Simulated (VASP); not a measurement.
# CuO in VASP: a series of runs, part 2 of 2

VASP 6.6.1. The steps go on from the part before.

**3. Single point, PBEsol+U**

This run uses another cell than the first one, of 10.86 Å³/atom.

Input file INCAR:

```
  PREC = Accurate
  ENCUT = 520
  EDIFF = 1E-6
  ISMEAR = -1
  SIGMA = 0.05
  LREAL = F
  LASPH = T
  NELM = 150
  ALGO = Normal
  ISIF = 2
  LWAVE = F
  LCHARG = F
  LMAXMIX = 4
  LDAU = T
  LDAUTYPE = 2
  LDAUL = 2 -1
  LDAUU = 5.3 0
  LDAUJ = 0 0
  LDAUPRINT = 1
  GGA = PS
  NBANDS = 25
```

Input file KPOINTS:

```
regular mesh
0
Gamma
  10 10 5
```

Input file POSCAR:

```
CuO
1.0
    2.0601094521     -2.0534520477      0.1577077048
    2.0601094521      2.0534520477      0.1577077048
   -0.4071501433      0.0000000000      5.1012397183
Cu O
2 2
Direct
    0.5000000000      0.0000000000      0.5000000000
    0.0000000000      0.5000000000      0.0000000000
    0.4990800476      0.5009199524      0.7500000000
    0.5009199524      0.4990800476      0.2500000000
```

Potentials or basis: VASP PAW PBE potentials, release 64 (Cu, O).

On the command line:

```sh
$ cat potpaw_PBE.64/Cu/POTCAR potpaw_PBE.64/O/POTCAR > POTCAR
$ mpirun -np 1 vasp_std > vasp.out
```

OUTCAR:

```text
PREC = Accurate
   ENCUT = 520
   EDIFF = 1E-6
   ISMEAR = -1
   LREAL = F
   LASPH = T
   NELM = 150
   ISIF = 2
   GGA = PS

 ion  position               nearest neighbor table
   1  0.500  0.000  0.500-   3 1.94   4 1.94   4 1.94   3 1.94
   2  0.000  0.500  0.000-   4 1.94   3 1.94   4 1.94   3 1.94
   3  0.499  0.501  0.750-   2 1.94   1 1.94   2 1.94   1 1.94
   4  0.501  0.499  0.250-   1 1.94   2 1.94   2 1.94   1 1.94

  LATTYP: Found a base centered monoclinic cell.
[... 944 lines left out ...]
  FORCE on cell =-STRESS in cart. coord.  units (eV):
  Direction    XX          YY          ZZ          XY          YZ          ZX
  --------------------------------------------------------------------------------------
  -------------------------------------------------------------------------------------
  Total       -1.3936604     -1.3713259     -1.7706643      0.0000000      0.0000000      0.0373856
  in kB      -51.4211134    -50.5970526    -65.3312166      0.0000000      0.0000000      1.3793953
  external PRESSURE =     -55.7831275 kB  Pullay stress =       0.0000000 kB

 VOLUME and BASIS-vectors are now :
 -----------------------------------------------------------------------------
  energy-cutoff  :      520.00
  volume of cell :       43.42
      direct lattice vectors                 reciprocal lattice vectors
     2.060109452 -2.053452048  0.157707705     0.241231625 -0.243492416  0.019253651
     2.060109452  2.053452048  0.157707705     0.241231625  0.243492416  0.019253651
    -0.407150143  0.000000000  5.101239718    -0.014915624  0.000000000  0.194840305

 POSITION                                       TOTAL-FORCE (eV/Angst)
 -----------------------------------------------------------------------------------
      0.82648     -1.02673      2.62947         0.000000     -0.000000     -0.000000
      1.03005      1.02673      0.07885         0.000000     -0.000000     -0.000000
      1.75475      0.00378      3.98364        -0.000000     -0.001270     -0.000000
      1.95832     -0.00378      1.43302        -0.000000      0.001270      0.000000
 -----------------------------------------------------------------------------------
    total drift:                                0.000000     -0.000000     -0.000000

  FREE ENERGIE OF THE ION-ELECTRON SYSTEM (eV)
  ---------------------------------------------------
  free  energy   TOTEN  =       -17.9179199672 eV

  energy  without entropy=      -17.8978851322  energy(sigma->0) =      -17.90790255
```

OSZICAR:

```text
N       E                     dE             d eps       ncg     rms          rms(c)
DAV:   1     0.303394843773E+03    0.30339E+03   -0.16537E+04  7411   0.216E+03
DAV:   2     0.184699374814E+02   -0.28492E+03   -0.26232E+03  7181   0.399E+02
DAV:   3    -0.200860243674E+02   -0.38556E+02   -0.36709E+02  8383   0.162E+02
DAV:   4    -0.214280542714E+02   -0.13420E+01   -0.13324E+01  8581   0.318E+01
DAV:   5    -0.214577850311E+02   -0.29731E-01   -0.29718E-01  8765   0.442E+00    0.137E+01
DAV:   6    -0.196697617820E+02    0.17880E+01   -0.20978E+01 10324   0.130E+02    0.953E+00
DAV:   7    -0.178702604967E+02    0.17995E+01   -0.60966E+00  8611   0.852E+01    0.233E+00
DAV:   8    -0.179300582465E+02   -0.59798E-01   -0.78268E-01  7507   0.632E+00    0.146E+00
DAV:   9    -0.179177046948E+02    0.12354E-01   -0.38576E-02 11851   0.737E+00    0.235E-01
DAV:  10    -0.179177496057E+02   -0.44911E-04   -0.11956E-02 10842   0.163E+00    0.131E-01
DAV:  11    -0.179181125118E+02   -0.36291E-03   -0.29603E-03 10840   0.663E-01    0.110E-01
DAV:  12    -0.179179219357E+02    0.19058E-03   -0.39909E-04 11564   0.304E-01    0.262E-02
DAV:  13    -0.179179201727E+02    0.17630E-05   -0.80000E-05  8362   0.746E-02    0.354E-03
DAV:  14    -0.179179199672E+02    0.20555E-06   -0.92286E-07  5500   0.237E-02
   1 F= -.17917920E+02 E0= -.17907903E+02  d E =-.200348E-01
```

stdout:

```text
POSCAR found type information on POSCAR CuO
 POSCAR found :  2 types and       4 ions
 scaLAPACK will be used
 -----------------------------------------------------------------------------
|                                                                             |
|                                                                             |
|     You enforced a specific xc type in the INCAR file but a different       |
|     I HOPE YOU KNOW WHAT YOU ARE DOING!                                     |
|                                                                             |
 -----------------------------------------------------------------------------

 LDA part: xc-table for (Slater+PW92), standard interpolation
 POSCAR, INCAR and KPOINTS ok, starting setup
 FFT: planning ... GRIDC
 FFT: planning ... GRID_SOFT
 FFT: planning ... GRID
 WAVECAR not read
 entering main loop
```

Run time: 79 s. Hardware: 1 thread of AMD EPYC 9R45 (Zen 5), shared host; peak memory 0.22 GiB.

Results:

```yaml
Free_energy: -17.9179 eV
Pressure: -5.6 GPa
Band_gap_on_the_k_mesh: zero (bands 17 and 18 overlap by 1.02 eV)
```

Stress tensor (GPa, compression positive):
```
-5.14  0.00  0.14
 0.00 -5.06  0.00
 0.14  0.00 -6.53
```

Eigenvalues of the final occupation matrices:
```csv
site,spin,trace,eigenvalues
site 1 d,1,4.65,0.80 0.94 0.96 0.96 0.98
site 1 d,2,4.65,0.80 0.94 0.96 0.96 0.98
site 2 d,1,4.65,0.80 0.94 0.96 0.96 0.98
site 2 d,2,4.65,0.80 0.94 0.96 0.96 0.98
```

Caveat: the cell stands under tension; the PAW data sets were made with another functional, which shifts forces and pressure a little; U without spin polarisation on a metal has little footing.

**4. Single point, BLYP**

This run uses another cell than the first one, of 11.65 Å³/atom.

Input file INCAR:

```
  PREC = Accurate
  ENCUT = 520
  EDIFF = 1E-6
  ISMEAR = -1
  SIGMA = 0.05
  LREAL = F
  LASPH = T
  NELM = 100
  ALGO = Normal
  ISIF = 2
  LWAVE = F
  LCHARG = F
  GGA = B5
  ALDAX = 1.0
  AGGAX = 1.0
  AGGAC = 1.0
  ALDAC = 0.0
  NBANDS = 25
```

KPOINTS is that of step 3.

Input file POSCAR:

```
CuO
1.0
    2.1123828041     -2.1158798775      0.1660953338
    2.1123828041      2.1158798775      0.1660953338
   -0.4080085461      0.0000000000      5.1802424946
Cu O
2 2
Direct
    0.5000000000      0.0000000000      0.5000000000
    0.0000000000      0.5000000000      0.0000000000
    0.4999725081      0.5000274919      0.7500000000
    0.5000274919      0.4999725081      0.2500000000
```

On the command line:

```sh
$ cat potpaw_PBE.64/Cu/POTCAR potpaw_PBE.64/O/POTCAR > POTCAR
$ mpirun -np 1 vasp_std > vasp.out
```

Run time: 3.2 min. Hardware: 1 thread of Intel Xeon 8259CL, shared host; peak memory 0.26 GiB.

It converged, with:

- Free energy: -18.3129 eV
- Pressure: 0.7 GPa
- Band gap on the k mesh: zero (bands 17 and 18 overlap by 0.87 eV)

Stress tensor (GPa, compression positive):
```
 0.56  0.00 -0.03
 0.00  0.59  0.00
-0.03  0.00  0.94
```

Levels at points of the mesh, in eV from the Fermi level:
| k point | band 15 | band 16 | band 17 | band 18 | band 19 | band 20 |
| --- | --- | --- | --- | --- | --- | --- |
| (0.00, 0.00, 0.00) | -2.18 | -1.83 | 0.66 | 0.66 | 1.45 | 6.34 |
| (0.50, 0.00, 0.00) | -1.53 | -1.42 | 0.22 | 0.47 | 3.97 | 5.76 |
| (0.50, 0.50, 0.00) | -1.57 | -1.19 | -1.19 | 1.07 | 2.48 | 7.21 |

Caveat: the PAW data sets were made with another functional, which shifts forces and pressure a little; semilocal functionals often make such compounds metallic where correlation or magnetic order opens a gap, which also shifts bond lengths. With open d or f shells a metallic result of BLYP can be an artefact of self-interaction; +U or a hybrid may open a gap.

**5. Single point, revPBE**

This run uses another cell than the first one, of 11.50 Å³/atom.

Input file INCAR:

```
SYSTEM = CuO
PREC = Accurate
ENCUT = 520
EDIFF = 1E-7
ISMEAR = -1
SIGMA = 0.05
LREAL = .FALSE.
LASPH = .TRUE.
NELM = 60
ALGO = Normal
ISIF = 2
LWAVE = .FALSE.
LCHARG = .FALSE.
GGA = RE
NBANDS = 25
```

Input file KPOINTS:

```
Automatic mesh
0
G
  10 10 5
  0 0 0
```

Input file POSCAR:

```
CuO
1.0
    2.1022171047     -2.1050608553      0.1650839285
    2.1022171047      2.1050608553      0.1650839285
   -0.4065030838      0.0000000000      5.1635244983
Cu O
2 2
Direct
    0.5000000000      0.0000000000      0.5000000000
    0.0000000000      0.5000000000      0.0000000000
    0.4999554238      0.5000445762      0.7500000000
    0.5000445762      0.4999554238      0.2500000000
```

On the command line:

```sh
$ cat potpaw_PBE.64/Cu/POTCAR potpaw_PBE.64/O/POTCAR > POTCAR
$ mpirun -np 1 vasp_std > vasp.out
```

Run time: 3.3 min. Hardware: 1 thread of Intel Xeon 8259CL, shared host; peak memory 0.26 GiB.

It converged, with:

| Quantity | Value |
| --- | --- |
| Free energy | -18.2996 eV |
| Pressure | 0.6 GPa |
| Band gap on the k mesh | zero (bands 17 and 18 overlap by 0.89 eV) |

Stress tensor (GPa, compression positive):
```
 0.46  0.00 -0.03
 0.00  0.48  0.00
-0.03  0.00  0.85
```

Levels at points of the mesh, in eV from the Fermi level:
```tsv
k point	band 13	band 14	band 15	band 16	band 17	band 18	band 19	band 20	band 21	band 22
(0.00, 0.00, 0.00)	-2.27	-2.25	-2.18	-1.80	0.67	0.68	1.37	6.13	7.22	13.09
(0.50, 0.00, 0.00)	-2.19	-1.80	-1.51	-1.43	0.23	0.48	3.91	5.79	6.36	10.85
(0.50, 0.50, 0.00)	-2.26	-2.26	-1.57	-1.16	-1.16	1.10	2.32	7.28	9.68	9.70
```

Caveat: the PAW data sets were made with another functional, which shifts forces and pressure a little; semilocal functionals often make such compounds metallic where correlation or magnetic order opens a gap, which also shifts bond lengths. With open d or f shells a metallic result of revPBE can be an artefact of self-interaction; +U or a hybrid may open a gap.

**6. Overview**

```csv
level,U,cell,gap on the mesh (eV),pressure (GPa)
PBE+D4,-,"a = 2.913, b = 2.913, c = 5.138 Å, angles 90.0, 90.0, 89.6°, 4 atoms, atomic positions A",none,0.8
PBEsol+U,Cu d U = 5.3 eV,"a = 2.913, b = 2.913, c = 5.117 Å, angles 90.1, 90.1, 89.6°, 4 atoms, atomic positions B",none,-5.6
BLYP,-,"a = 2.994, b = 2.994, c = 5.196 Å, angles 90.0, 90.0, 89.9°, 4 atoms, atomic positions A",none,0.7
revPBE,-,"a = 2.980, b = 2.980, c = 5.180 Å, angles 90.0, 90.0, 89.9°, 4 atoms, atomic positions A",none,0.6
```

Alike in all rows: task single point; potentials or basis VASP PAW PBE potentials, release 64 (Cu, O); no spin polarisation; k mesh 10 × 10 × 5; cutoff (eV) 520; smearing fermi-dirac 0.05 eV.

Caveats: semilocal functionals often make such compounds metallic where correlation or magnetic order opens a gap, which also shifts bond lengths (at least some runs); the PAW data sets were made with another functional, which shifts forces and pressure a little (at least some runs); the cell stands under tension (at least some runs); U without spin polarisation on a metal has little footing (at least some runs).

Total energies depend on the potentials used, so only differences within one code and one set of settings carry meaning.
